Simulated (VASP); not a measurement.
# SiC (F-43m) in VASP: a series of runs

SiC is run at these levels: LDA, PBE0, HF; tasks: relaxation of cell and atoms, single point.

Everything below comes from runs of VASP 6.6.1. Logs are shortened: lines on timing, memory, paths and dates and some standing lists are left out, and cuts for length are marked.

## (1) The cell of the first run

The structure is cubic, space group F-43m (No. 216). Conventional cell: a = 4.380 Å, b = 4.380 Å, c = 4.380 Å, α = 90.00°, β = 90.00°, γ = 90.00°. Si (site symmetry -43m) has 4 C at 1.90 Å within 2.5 Å. C (site symmetry -43m) has 4 Si at 1.90 Å within 2.5 Å.

## (2) Relaxation of cell and atoms, LDA

File INCAR:

```
SYSTEM = SiC
PREC     = Accurate       ! precision mode
ENCUT    = 600            ! plane-wave cutoff, eV
EDIFF    = 1E-6           ! SCF threshold, eV
ISMEAR   = -1             ! smearing method
SIGMA    = 0.02           ! smearing width, eV
LREAL    = .FALSE.        ! projectors in reciprocal space
LASPH    = .TRUE.         ! aspherical terms in the spheres
NELM     = 60             ! most SCF steps
ALGO     = Normal         ! electronic algorithm
ISIF     = 3              ! what is computed and relaxed
LWAVE    = .FALSE.        ! write WAVECAR
LCHARG   = .FALSE.        ! write CHGCAR
GGA      = CA             ! functional
IBRION   = 2              ! ionic algorithm
NSW      = 80             ! ionic steps
EDIFFG   = -0.005         ! ionic threshold
```

File KPOINTS:

```
regular mesh
0
G
  10 10 10
  0 0 0
```

File POSCAR:

```
SiC
1.0
    0.0000000000      2.1897788165      2.1897788165
    2.1897788165      0.0000000000      2.1897788165
    2.1897788165      2.1897788165      0.0000000000
Si C
1 1
Direct
    0.0000000000      0.0000000000      0.0000000000
    0.2500000000      0.2500000000      0.2500000000
```

Potentials or basis: VASP PAW LDA potentials, release 64 (Si, C).

Started as:

```
cat potpaw_LDA.64/Si/POTCAR potpaw_LDA.64/C/POTCAR > POTCAR
mpirun -np 1 vasp_std > vasp.out
```

OUTCAR:

```text
SYSTEM = SiC
   PREC = Accurate
   ENCUT = 600
   EDIFF = 1E-6
   ISMEAR = -1
   LREAL = .FALSE.
   LASPH = .TRUE.
   NELM = 60
   ISIF = 3
   GGA = CA
   IBRION = 2
   NSW = 80
   EDIFFG = -0.005

 ion  position               nearest neighbor table
   1  0.000  0.000  0.000-   2 1.90   2 1.90   2 1.90   2 1.90
   2  0.250  0.250  0.250-   1 1.90   1 1.90   1 1.90   1 1.90

  LATTYP: Found a face centered cubic cell.
 ALAT       =     4.3795576330

  Lattice vectors:

 A1 = (   0.0000000000,   2.1897788165,   2.1897788165)
 A2 = (   2.1897788165,   0.0000000000,   2.1897788165)
 A3 = (   2.1897788165,   2.1897788165,   0.0000000000)

Analysis of symmetry for initial positions (statically):
=====================================================================
 Subroutine PRICEL returns:
 Original cell was already a primitive cell.

 Routine SETGRP: Setting up the symmetry group for a
 face centered cubic supercell.

 Subroutine GETGRP returns: Found 24 space group operations
 (whereof 24 operations were pure point group operations)
 out of a pool of 48 trial point group operations.

The static configuration has the point symmetry T_d .

Analysis of symmetry for dynamics (positions and initial velocities):
=====================================================================
 Subroutine PRICEL returns:
 Original cell was already a primitive cell.

 Routine SETGRP: Setting up the symmetry group for a
 face centered cubic supercell.

 Subroutine GETGRP returns: Found 24 space group operations
 (whereof 24 operations were pure point group operations)
 out of a pool of 48 trial point group operations.

The dynamic configuration has the point symmetry T_d .

 Subroutine INISYM returns: Found 24 space group operations
 (whereof 24 operations are pure point group operations),
 and found     1 'primitive' translations

----------------------------------------------------------------------------------------

                                     Primitive cell

  volume of cell :      21.0006

  direct lattice vectors                    reciprocal lattice vectors
     0.000000000  2.189778817  2.189778817    -0.228333563  0.228333563  0.228333563
     2.189778817  0.000000000  2.189778817     0.228333563 -0.228333563  0.228333563
     2.189778817  2.189778817  0.000000000     0.228333563  0.228333563 -0.228333563

  length of vectors
     3.096814901  3.096814901  3.096814901     0.395485333  0.395485333  0.395485333

  position of ions in fractional coordinates (direct lattice)
     0.000000000  0.000000000  0.000000000
     0.250000000  0.250000000  0.250000000

  ion indices of the primitive-cell ions
   primitive index   ion index
                 1           1
                 2           2

----------------------------------------------------------------------------------------

 KPOINTS: regular mesh

Automatic generation of k-mesh.
 Grid dimensions read from file:
 generate k-points for:   10   10   10

 Generating k-lattice:

  Cartesian coordinates                     Fractional coordinates (reciprocal lattice)
    -0.022833356  0.022833356  0.022833356     0.100000000  0.000000000  0.000000000
     0.022833356 -0.022833356  0.022833356     0.000000000  0.100000000  0.000000000
     0.022833356  0.022833356 -0.022833356     0.000000000  0.000000000  0.100000000

  Length of vectors
     0.039548533  0.039548533  0.039548533

  Shift w.r.t. Gamma in fractional coordinates (k-lattice)
     0.000000000  0.000000000  0.000000000

 Subroutine IBZKPT returns following result:
 ===========================================

 Found     47 irreducible k-points:

 Following reciprocal coordinates:
            Coordinates               Weight
  0.000000  0.000000  0.000000      1.000000
  0.100000  0.000000  0.000000      8.000000
  0.200000  0.000000  0.000000      8.000000
  0.300000  0.000000  0.000000      8.000000
  0.400000  0.000000  0.000000      8.000000
  0.500000  0.000000  0.000000      4.000000
[... 16 lines left out ...]
  0.300000  0.300000  0.000000      6.000000
  0.400000  0.300000  0.000000     24.000000
 [... further k-points ...]
   k-points           NKPTS =     47   k-points in BZ     NKDIM =     47   number of bands    NBANDS=      8
   number of dos      NEDOS =    301   number of ions     NIONS =      2
   total plane-waves  NPLWV =  21952
   dimension x,y,z NGX =    28 NGY =   28 NGZ =   28
   dimension x,y,z NGXF=    56 NGYF=   56 NGZF=   56
   ions per type =               1   1
   NGX,Y,Z   is equivalent  to a cutoff of  15.03, 15.03, 15.03 a.u.
   NGXF,Y,Z  is equivalent  to a cutoff of  30.06, 30.06, 30.06 a.u.
 SYSTEM =  SiC
   PREC   = accura    normal or accurate (medium, high low for compatibility)
   ISTART =      0    job   : 0-new  1-cont  2-samecut
   ICHARG =      2    charge: 1-file 2-atom 10-const
   ISPIN  =      1    spin polarized calculation?
   LNONCOLLINEAR =      F non collinear calculations
   LSORBIT =      F    spin-orbit coupling
   LASPH  =      T    aspherical Exc in radial PAW
   ENCUT  =  600.0 eV  44.10 Ry    6.64 a.u.   6.19  6.19  6.19*2*pi/ulx,y,z
   NELM   =     60;   NELMIN=  2; NELMDL= -5     # of ELM steps
   EDIFF  = 0.1E-05   stopping-criterion for ELM
   LREAL  =      F    real-space projection
   EDIFFG = -.5E-02   stopping-criterion for IOM
   NSW    =     80    number of steps for IOM
   IBRION =      2    ionic relax: 0-MD 1-quasi-New 2-CG
   NFREE  =      1    steps in history (QN), initial steepest desc. (CG)
   ISIF   =      3    stress and relaxation
   ISYM   =      2    0-nonsym 1-usesym 2-fastsym
   POTIM  = 0.5000    time-step for ionic-motion
   TEBEG  =    0.0;   TEEND  =   0.0 temperature during run
   PSTRESS=    0.0 pullay stress
   NELECT =       8.0000    total number of electrons
   NUPDOWN=      -1.0000    fix difference up-down
   EMIN   =  10.00;   EMAX   =-10.00  energy-range for DOS
   EFERMI =   0.00;   METHOD = LEGACY
   ISMEAR =    -1;   SIGMA  =   0.02  broadening in eV -4-tet -1-fermi 0-gaus
   EFERMI_NEDOS =   21; number of points for ismear=-14 and -15
   IALGO  =     38    algorithm
   IMIX   =      4    mixing-type and parameters
     AMIX     =   0.40;   BMIX     =  1.00
     AMIX_MAG =   1.60;   BMIX_MAG =  1.00
  volume/ion in A,a.u.               =      10.50        70.86
  Fermi-wavevector in a.u.,A,eV,Ry     =   1.186755  2.242643 19.162290  1.408389
  Thomas-Fermi vector in A             =   2.322921
   LORBIT       =      0    0 simple, 1 ext, 2 COOP (PROOUT), +10 PAW based schemes
   GGA     = CA    functional components
   LHFCALC =     F    Hartree Fock is set to
   AEXX    =    0.0000 exact exchange contribution
   IVDW    =     0    specifies the selected vdW correction
   LEPSILON=     F    determine dielectric tensor
   LRPA    =     F    only Hartree local field effects (RPA)
 conjugate gradient relaxation of ions
 non-spin polarized calculation
  energy-cutoff  :      600.00
  volume of cell :       21.00
 maximum number of plane-waves:       725
 NGX is ok and might be reduce to    28
   NGX = 13   NGY = 13   NGZ = 13

--------------------------------------- Ionic step        1  -------------------------------------------

 number of electron       8.0000000 magnetization

 Free energy of the ion-electron system (eV)
  ---------------------------------------------------
  ext. energy  EPLUGINS =         0.00000000
  ---------------------------------------------------
  free energy    TOTEN  =       -16.62929309 eV

  energy without entropy =      -16.62929309  energy(sigma->0) =      -16.62929309

------------------------ aborting loop because EDIFF is reached ----------------------------------------

  FORCE on cell =-STRESS in cart. coord.  units (eV):
  Direction    XX          YY          ZZ          XY          YZ          ZX
  --------------------------------------------------------------------------------------
  -------------------------------------------------------------------------------------
  Total       -0.9484095     -0.9484095     -0.9484095      0.0000000     -0.0000000     -0.0000000
  in kB      -72.3561985    -72.3561985    -72.3561985      0.0000000     -0.0000000     -0.0000000
  external PRESSURE =     -72.3561985 kB  Pullay stress =       0.0000000 kB

 VOLUME and BASIS-vectors are now :
 -----------------------------------------------------------------------------
  energy-cutoff  :      600.00
  volume of cell :       21.00
      direct lattice vectors                 reciprocal lattice vectors
     0.000000000  2.189778817  2.189778817    -0.228333563  0.228333563  0.228333563
     2.189778817  0.000000000  2.189778817     0.228333563 -0.228333563  0.228333563
     2.189778817  2.189778817  0.000000000     0.228333563  0.228333563 -0.228333563
[... 37 lines left out ...]
 POSITION                                       TOTAL-FORCE (eV/Angst)
 -----------------------------------------------------------------------------------
      2.13968      2.13968      4.27937        -0.000000     -0.000000      0.000000
      1.06984      1.06984      1.06984         0.000000      0.000000     -0.000000
 -----------------------------------------------------------------------------------
    total drift:                               -0.000000     -0.000000     -0.000000

  FREE ENERGIE OF THE ION-ELECTRON SYSTEM (eV)
  ---------------------------------------------------
  free  energy   TOTEN  =       -16.6268005379 eV

  energy  without entropy=      -16.6268005379  energy(sigma->0) =      -16.62680054

--------------------------------------- Ionic step        3  -------------------------------------------

 number of electron       8.0000000 magnetization

 Free energy of the ion-electron system (eV)
  ---------------------------------------------------
  ext. energy  EPLUGINS =         0.00000000
  ---------------------------------------------------
  free energy    TOTEN  =       -16.64554167 eV

  energy without entropy =      -16.64554167  energy(sigma->0) =      -16.64554167

 E-fermi :   8.6527     XC(G=0): -11.6367

 val. band max:        8.2762403526   @ k =   0.0000   0.0000   0.0000
 cond. band min:       9.5654601689   @ k =   0.5000   0.5000   0.0000
 fundamental gap:      1.2892198163
 Fermi energy:         8.6526542112

 k-point     1 :       0.0000    0.0000    0.0000
  band No.  band energies     occupation
      1      -7.1870      2.00000
      2       8.2762      2.00000
      3       8.2762      2.00000
      4       8.2762      2.00000
      5      14.7902      0.00000
      6      15.5995      0.00000
      7      15.5995      0.00000
      8      15.5995      0.00000

 k-point     2 :       0.1000    0.0000    0.0000
  band No.  band energies     occupation
      1      -6.9880      2.00000
      2       7.2758      2.00000
      3       8.1413      2.00000
      4       8.1413      2.00000
      5      14.9629      0.00000
      6      15.8443      0.00000
      7      15.8443      0.00000
      8      15.9349      0.00000
[... 221 lines left out ...]
 k-point    23 :       0.3000    0.3000    0.0000
  band No.  band energies     occupation
      1      -4.8680      2.00000
      2       3.9657      2.00000
      3       5.8797      2.00000
      4       5.8797      2.00000
      5      11.4008      0.00000
      6      13.8449      0.00000
      7      19.8400      0.00000
      8      19.8400      0.00000

 k-point    24 :       0.4000    0.3000    0.0000
  band No.  band energies     occupation
      1      -3.9746      2.00000
      2       2.7210      2.00000
      3       5.0733      2.00000
      4       5.6145      2.00000
      5      11.0946      0.00000
      6      13.8571      0.00000
      7      19.9622      0.00000
      8      20.2326      0.00000

 [... further k-points ...]
[... 5 lines left out ...]
  --------------------------------------------------------------------------------------
  -------------------------------------------------------------------------------------
  Total       -0.0067721     -0.0067721     -0.0067721     -0.0000000      0.0000000     -0.0000000
  in kB       -0.5343303     -0.5343303     -0.5343303     -0.0000000      0.0000000     -0.0000000
  external PRESSURE =      -0.5343303 kB  Pullay stress =       0.0000000 kB

 VOLUME and BASIS-vectors are now :
 -----------------------------------------------------------------------------
  energy-cutoff  :      600.00
  volume of cell :       20.31
      direct lattice vectors                 reciprocal lattice vectors
    -0.000000000  2.165362166  2.165362166    -0.230908255  0.230908255  0.230908255
     2.165362166  0.000000000  2.165362166     0.230908255 -0.230908255  0.230908255
     2.165362166  2.165362166  0.000000000     0.230908255  0.230908255 -0.230908255

 POSITION                                       TOTAL-FORCE (eV/Angst)
 -----------------------------------------------------------------------------------
      0.00000      0.00000      0.00000        -0.000000     -0.000000     -0.000000
      1.08268      1.08268      1.08268         0.000000      0.000000      0.000000
 -----------------------------------------------------------------------------------
    total drift:                               -0.000000     -0.000000     -0.000000

  FREE ENERGIE OF THE ION-ELECTRON SYSTEM (eV)
  ---------------------------------------------------
  free  energy   TOTEN  =       -16.6455416689 eV

  energy  without entropy=      -16.6455416688  energy(sigma->0) =      -16.64554167

 reached required accuracy - stopping structural energy minimisation
```

Wall time 42 s (1 thread of AMD EPYC 7R13, shared host); peak memory 0.11 GiB.

What came out:

```yaml
Free_energy: -16.6455 eV
Relaxed_volume: 10.15 Å³/atom
Relaxed_cell: a = 3.062 Å, b = 3.062 Å, c = 3.062 Å, α = 60.00°, β = 60.00°, γ = 60.00°
Space_group_after_relaxing_to_0.05_Å: F-43m (No. 216)
Energy_gained_by_relaxing: 8.1 meV/atom
Ionic_steps: 3
Pressure_after_relaxing: -0.1 GPa
Band_gap_on_the_k_mesh: 1.29 eV, indirect (least direct gap 4.52 eV)
```

The path:
```
step  energy change (eV)  largest force (eV/Å)  pressure (GPa)  volume (Å³)
   1              0.0000                0.0000           -7.24        21.00
   2              0.0025                0.0000            8.71        19.59
   3             -0.0162                0.0000           -0.05        20.31
```

Final structure:
```xyz
2
Lattice="0.0000 2.1654 2.1654 2.1654 0.0000 2.1654 2.1654 2.1654 0.0000" Properties=species:S:1:pos:R:3 pbc="T T T"
Si    0.0000    0.0000    0.0000
C     1.0827    1.0827    1.0827
```

A k mesh can miss the band edges. LDA gaps usually lie below the measured ones, often by a third to a half.

(Part 1 of 3 ends here.)
